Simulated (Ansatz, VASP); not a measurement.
## Two plane-wave programs on Pd

```
Pd
1.0
    -1.57228    1.57228    1.57228
     1.57228   -1.57228    1.57228
     1.57228    1.57228   -1.57228
Pd
1
Direct
  0.00000 0.00000 0.00000
```

Alike in both runs: task single point; functional LDA; k mesh 8 × 8 × 8; occupations gaussian, width 0.1 eV; no spin polarisation.

```csv
,VASP,Ansatz
version,VASP 6.6.1,Ansatz 0.2.0
potentials or method,"VASP PAW LDA potentials, release 64 (Pd), cutoff 500 eV","scalar-relativistic, plane waves, PAW"
valence electrons in the cell,10,18
```

Ansatz gave:

* gap on the k mesh at the Fermi level (eV): none
* pressure (GPa): -14.9

Task: Which values does VASP return?

Result: gap on the k mesh at the Fermi level (eV): none; pressure (GPa): -14.6.

LDA's correlation is that of Perdew and Zunger in VASP and of Perdew and Wang (1992) in Ansatz. A gap of «none» marks a metal or a gap that the smearing closes. VASP's potentials hold 10 valence electrons a cell and Ansatz's 18, so a difference there can come from the potentials and not from the codes.
